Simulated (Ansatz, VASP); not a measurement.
# Two plane-wave programs on Y

```
Y
1.0
     5.94930    0.00000    0.00000
    -2.97465    5.15224    0.00000
     0.00000    0.00000    3.71310
Y
3
Direct
  0.00000 0.00000 0.00000
  0.33333 0.66667 0.50000
  0.66667 0.33333 0.50000
```

Alike in both runs: task single point; functional RPBE; k mesh 7 × 7 × 10; occupations fermi-dirac, width 0.1 eV; no spin polarisation.

```csv
,VASP,Ansatz
version,VASP 6.6.1,Ansatz 0.2.0
potentials or method,"VASP PAW PBE potentials, release 64 (Y_sv), cutoff 520 eV","plane waves (420 eV) with PAW, scalar-relativistic"
valence electrons in the cell,33,33
```

```csv
,VASP,Ansatz,Ansatz less VASP
pressure (GPa),-3.5,-3.5,+0.05
"traceless stress, the component that is largest in VASP (GPa)",0.10,0.10,-0.004
```

VASP's potentials were made for PBE, not for RPBE. The functional is the same, so the differences come from potentials, cutoffs and numerics.
